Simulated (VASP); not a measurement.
# NaI (Pmma) in VASP: density of states with PBEsol

Aim: the density of states of NaI with PBEsol.

Everything below comes from runs of VASP 6.6.1. Logs are shortened: lines on timing, memory, paths and dates and some standing lists are left out, and cuts for length are marked.

### Step 1. The cell of the first run

Symmetry: Pmma, No. 51, orthorhombic system. The conventional cell has a = 4.622 Å, b = 4.270 Å, c = 7.798 Å, α = 90.00°, β = 90.00°, γ = 90.00°. Na (site symmetry mm2) has 4 I at 3.15 Å within 4.1 Å. Within 4.1 Å of I (site symmetry mm2) lie 4 Na at 3.15 Å.

### Step 2. Density of states, PBEsol

The input, POSCAR:

```
NaI
1.0
    4.6222100000      0.0000000000      0.0000000000
    0.0000000000      4.2697000000      0.0000000000
    0.0000000000      0.0000000000      7.7983800000
Na I
2 2
Direct
    0.2500000000      0.5000000000      0.2750300000
    0.7500000000      0.5000000000      0.7249700000
    0.2500000000      0.0000000000      0.7424300000
    0.7500000000      0.0000000000      0.2575700000
```

The input, INCAR.step1:

```
ALGO = Normal ; EDIFF = 1E-6
ENCUT = 520 ; GGA = PS
ISIF = 2 ; ISMEAR = 0
LASPH = True ; LCHARG = True
LREAL = False ; LWAVE = False
NBANDS = 22 ; NELM = 100
PREC = Accurate ; SIGMA = 0.01
```

The input, KPOINTS.step1:

```
k-points
0
Gamma
  6 6 4
```

The input, INCAR.step2:

```
ALGO = Normal ; EDIFF = 1E-6
ENCUT = 520 ; GGA = PS
ICHARG = 11 ; ISIF = 2
ISMEAR = -5 ; LASPH = True
LCHARG = False ; LORBIT = 10
LREAL = False ; LWAVE = False
NBANDS = 22 ; NEDOS = 1001
NELM = 100 ; PREC = Accurate
SIGMA = 0.01
```

The input, KPOINTS.step2:

```
k-points
0
Gamma
  9 9 6
```

Potentials or basis: VASP PAW PBE potentials, release 64 (Na_pv, I).

Started as:

```bash
> cat potpaw_PBE.64/Na_pv/POTCAR potpaw_PBE.64/I/POTCAR > POTCAR
> cp INCAR.step1 INCAR
> cp KPOINTS.step1 KPOINTS
> mpirun -np 1 vasp_std > vasp.out
> cp INCAR.step2 INCAR
> cp KPOINTS.step2 KPOINTS
> mpirun -np 1 vasp_std > vasp.out
```

OUTCAR:

```text
EDIFF = 1E-6
   ENCUT = 520
   GGA = PS
   ICHARG = 11
   ISIF = 2
   ISMEAR = -5
   LASPH = True
   LORBIT = 10
   LREAL = False
   NELM = 100
   PREC = Accurate

 ion  position               nearest neighbor table
   1  0.250  0.500  0.275-   4 3.15   4 3.15   4 3.15   4 3.15
   2  0.750  0.500  0.725-   3 3.15   3 3.15   3 3.15   3 3.15
   3  0.250  0.000  0.742-   2 3.15   2 3.15   2 3.15   2 3.15
   4  0.750  0.000  0.258-   1 3.15   1 3.15   1 3.15   1 3.15

  LATTYP: Found a simple orthorhombic cell.
 ALAT       =     4.2697000000
 B/A-ratio  =     1.0825608357
 C/A-ratio  =     1.8264468230

  Lattice vectors:

 A1 = (   0.0000000000,  -4.2697000000,   0.0000000000)
 A2 = (   4.6222100000,   0.0000000000,   0.0000000000)
 A3 = (   0.0000000000,   0.0000000000,   7.7983800000)

Analysis of symmetry for initial positions (statically):
=====================================================================
 Subroutine PRICEL returns:
 Original cell was already a primitive cell.

 Routine SETGRP: Setting up the symmetry group for a
 simple orthorhombic supercell.

 Subroutine GETGRP returns: Found  8 space group operations
 (whereof  4 operations were pure point group operations)
 out of a pool of  8 trial point group operations.

The static configuration has the point symmetry C_2h.
 The point group associated with its full space group is D_2h.

Analysis of symmetry for dynamics (positions and initial velocities):
=====================================================================
 Subroutine PRICEL returns:
 Original cell was already a primitive cell.

 Routine SETGRP: Setting up the symmetry group for a
 simple orthorhombic supercell.

 Subroutine GETGRP returns: Found  8 space group operations
 (whereof  4 operations were pure point group operations)
 out of a pool of  8 trial point group operations.

The dynamic configuration has the point symmetry C_2h.
 The point group associated with its full space group is D_2h.

 Subroutine INISYM returns: Found  8 space group operations
 (whereof  4 operations are pure point group operations),
 and found     1 'primitive' translations

----------------------------------------------------------------------------------------

                                     Primitive cell

  volume of cell :     153.9045

  direct lattice vectors                    reciprocal lattice vectors
     4.622210000  0.000000000  0.000000000     0.216346726  0.000000000  0.000000000
     0.000000000  4.269700000  0.000000000     0.000000000  0.234208492  0.000000000
     0.000000000  0.000000000  7.798380000     0.000000000  0.000000000  0.128231761

  length of vectors
     4.622210000  4.269700000  7.798380000     0.216346726  0.234208492  0.128231761

  position of ions in fractional coordinates (direct lattice)
     0.250000000  0.500000000  0.275030000
     0.750000000  0.500000000  0.724970000
     0.250000000  0.000000000  0.742430000
     0.750000000  0.000000000  0.257570000

  ion indices of the primitive-cell ions
   primitive index   ion index
                 1           1
                 2           2
                 3           3
                 4           4

----------------------------------------------------------------------------------------

 KPOINTS: k-points

Automatic generation of k-mesh.
 Grid dimensions read from file:
 generate k-points for:    9    9    6

 Generating k-lattice:

  Cartesian coordinates                     Fractional coordinates (reciprocal lattice)
     0.024038525  0.000000000  0.000000000     0.111111111  0.000000000  0.000000000
     0.000000000  0.026023166  0.000000000     0.000000000  0.111111111  0.000000000
     0.000000000  0.000000000  0.021371960     0.000000000  0.000000000  0.166666667

  Length of vectors
     0.024038525  0.026023166  0.021371960

  Shift w.r.t. Gamma in fractional coordinates (k-lattice)
     0.000000000  0.000000000  0.000000000

 TETIRR: Found   1449 inequivalent tetrahedra from     2916

 Subroutine IBZKPT returns following result:
 ===========================================

 Found    100 irreducible k-points:

 Following reciprocal coordinates:
            Coordinates               Weight
  0.000000  0.000000  0.000000      1.000000
  0.111111  0.000000  0.000000      2.000000
  0.222222  0.000000  0.000000      2.000000
  0.333333  0.000000  0.000000      2.000000
  0.444444  0.000000  0.000000      2.000000
  0.000000  0.111111  0.000000      2.000000
[... 16 lines left out ...]
  0.222222  0.444444  0.000000      4.000000
  0.333333  0.444444  0.000000      4.000000
 [... further k-points ...]
   k-points           NKPTS =    100   k-points in BZ     NKDIM =    100   number of bands    NBANDS=     22
   number of dos      NEDOS =   1001   number of ions     NIONS =      4
   total plane-waves  NPLWV =  69120
   dimension x,y,z NGX =    36 NGY =   32 NGZ =   60
   dimension x,y,z NGXF=    72 NGYF=   64 NGZF=  120
   ions per type =               2   2
   NGX,Y,Z   is equivalent  to a cutoff of  12.95, 12.46, 12.79 a.u.
   NGXF,Y,Z  is equivalent  to a cutoff of  25.90, 24.92, 25.58 a.u.
 SYSTEM =  unknown system
   PREC   = accura    normal or accurate (medium, high low for compatibility)
   ISTART =      0    job   : 0-new  1-cont  2-samecut
   ICHARG =     11    charge: 1-file 2-atom 10-const
   ISPIN  =      1    spin polarized calculation?
   LNONCOLLINEAR =      F non collinear calculations
   LSORBIT =      F    spin-orbit coupling
   LASPH  =      T    aspherical Exc in radial PAW
   ENCUT  =  520.0 eV  38.22 Ry    6.18 a.u.   8.59  7.94 14.50*2*pi/ulx,y,z
   NELM   =    100;   NELMIN=  2; NELMDL=  0     # of ELM steps
   EDIFF  = 0.1E-05   stopping-criterion for ELM
   LREAL  =      F    real-space projection
   EDIFFG = 0.1E-04   stopping-criterion for IOM
   NSW    =      0    number of steps for IOM
   IBRION =     -1    ionic relax: 0-MD 1-quasi-New 2-CG
   NFREE  =      0    steps in history (QN), initial steepest desc. (CG)
   ISIF   =      2    stress and relaxation
   ISYM   =      2    0-nonsym 1-usesym 2-fastsym
   POTIM  = 0.5000    time-step for ionic-motion
   TEBEG  =    0.0;   TEEND  =   0.0 temperature during run
   PSTRESS=    0.0 pullay stress
   NELECT =      28.0000    total number of electrons
   NUPDOWN=      -1.0000    fix difference up-down
   EMIN   =  10.00;   EMAX   =-10.00  energy-range for DOS
   EFERMI =   0.00;   METHOD = LEGACY
   ISMEAR =    -5;   SIGMA  =   0.01  broadening in eV -4-tet -1-fermi 0-gaus
   EFERMI_NEDOS =   21; number of points for ismear=-14 and -15
   IALGO  =     38    algorithm
   IMIX   =      4    mixing-type and parameters
     AMIX     =   0.40;   BMIX     =  1.00
     AMIX_MAG =   1.60;   BMIX_MAG =  1.00
  volume/ion in A,a.u.               =      38.48       259.65
  Fermi-wavevector in a.u.,A,eV,Ry     =   0.927635  1.752976 11.707899  0.860506
  Thomas-Fermi vector in A             =   2.053726
   LORBIT       =     10    0 simple, 1 ext, 2 COOP (PROOUT), +10 PAW based schemes
   GGA     = PS    functional components
   LHFCALC =     F    Hartree Fock is set to
   AEXX    =    0.0000 exact exchange contribution
   IVDW    =     0    specifies the selected vdW correction
   LEPSILON=     F    determine dielectric tensor
   LRPA    =     F    only Hartree local field effects (RPA)
 non-spin polarized calculation
 Fermi weights with tetrahedron method with Bloechl corrections
  energy-cutoff  :      520.00
  volume of cell :      153.90
 maximum number of plane-waves:      4172
 NGX is ok and might be reduce to    36

 number of electron      28.0000009 magnetization

 Free energy of the ion-electron system (eV)
  ---------------------------------------------------
  ext. energy  EPLUGINS =         0.00000000
  ---------------------------------------------------
  free energy    TOTEN  =       -10.81854465 eV

  energy without entropy =      -10.81854465  energy(sigma->0) =      -10.81854465

 E-fermi :   0.4631     XC(G=0):  -7.2562

 val. band max:        0.4607147898   @ k =   0.0000   0.4444   0.0000
 cond. band min:       3.1173177491   @ k =   0.0000   0.0000   0.0000
 fundamental gap:      2.6566029593
 Fermi energy:         0.4630878261

 k-point     1 :       0.0000    0.0000    0.0000
  band No.  band energies     occupation
      1     -22.5773      2.00000
      2     -22.5736      2.00000
      3     -22.5310      2.00000
      4     -22.5297      2.00000
      5     -22.5296      2.00000
      6     -22.5292      2.00000
[... 14 lines left out ...]
     21       8.2110      0.00000
     22       8.8865      0.00000

 k-point     2 :       0.1111    0.0000    0.0000
  band No.  band energies     occupation
      1     -22.5772      2.00000
      2     -22.5737      2.00000
      3     -22.5313      2.00000
      4     -22.5301      2.00000
      5     -22.5296      2.00000
      6     -22.5292      2.00000
[... 14 lines left out ...]
     21       8.3633      0.00000
     22       8.9616      0.00000

 k-point     3 :       0.2222    0.0000    0.0000
  band No.  band energies     occupation
      1     -22.5768      2.00000
      2     -22.5740      2.00000
      3     -22.5321      2.00000
      4     -22.5311      2.00000
      5     -22.5294      2.00000
      6     -22.5290      2.00000
[... 14 lines left out ...]
     21       8.8721      0.00000
     22       9.1652      0.00000
[... 476 lines left out ...]
 k-point    23 :       0.2222    0.4444    0.0000
  band No.  band energies     occupation
      1     -22.5764      2.00000
      2     -22.5736      2.00000
      3     -22.5350      2.00000
      4     -22.5345      2.00000
      5     -22.5309      2.00000
      6     -22.5299      2.00000
[... 14 lines left out ...]
     21       8.3437      0.00000
     22       9.1667      0.00000

 k-point    24 :       0.3333    0.4444    0.0000
  band No.  band energies     occupation
      1     -22.5759      2.00000
      2     -22.5741      2.00000
      3     -22.5346      2.00000
      4     -22.5342      2.00000
      5     -22.5316      2.00000
      6     -22.5310      2.00000
[... 14 lines left out ...]
     21       8.2649      0.00000
     22       8.6717      0.00000

 [... further k-points ...]
[... 5 lines left out ...]
  --------------------------------------------------------------------------------------
  -------------------------------------------------------------------------------------
  Total       -0.5583360     -0.6264039     -0.3948249      0.0000000      0.0000000     -0.0000000
  in kB       -5.8123907     -6.5209907     -4.1102070      0.0000000      0.0000000     -0.0000000
  external PRESSURE =      -5.4811962 kB  Pullay stress =       0.0000000 kB

 VOLUME and BASIS-vectors are now :
 -----------------------------------------------------------------------------
  energy-cutoff  :      520.00
  volume of cell :      153.90
      direct lattice vectors                 reciprocal lattice vectors
     4.622210000  0.000000000  0.000000000     0.216346726  0.000000000  0.000000000
     0.000000000  4.269700000  0.000000000     0.000000000  0.234208492  0.000000000
     0.000000000  0.000000000  7.798380000     0.000000000  0.000000000  0.128231761

 POSITION                                       TOTAL-FORCE (eV/Angst)
 -----------------------------------------------------------------------------------
      1.15555      2.13485      2.14479         0.000000      0.000000     -0.026135
      3.46666      2.13485      5.65359        -0.000000     -0.000000      0.026135
      1.15555      0.00000      5.78975        -0.000000     -0.000000     -0.025542
      3.46666      0.00000      2.00863        -0.000000     -0.000000      0.025542
 -----------------------------------------------------------------------------------
    total drift:                                0.000000      0.000000     -0.000000

  FREE ENERGIE OF THE ION-ELECTRON SYSTEM (eV)
  ---------------------------------------------------
  free  energy   TOTEN  =       -10.8185446463 eV

  energy  without entropy=      -10.8185446463  energy(sigma->0) =      -10.81854465

 total charge

# of ion       s       p       d       tot
------------------------------------------
    1        0.042   5.972   0.000   6.014
    2        0.042   5.972   0.000   6.014
    3        1.494   2.831   0.002   4.327
    4        1.494   2.831   0.002   4.327
--------------------------------------------------
tot          3.071  17.606   0.005  20.682
```

Run time: 2.6 min. Hardware: 1 thread of Intel Xeon 6975P-C (Granite Rapids), shared host; peak memory 0.43 GiB.

What came out:

```yaml
Valence_electrons_inside_the_program's_atomic_spheres: Na 6.01; I 4.33
```

Caveat: the PAW data sets were made with another functional, which shifts forces and pressure a little; spin-orbit coupling is left out, which moves the levels of the heavy elements.
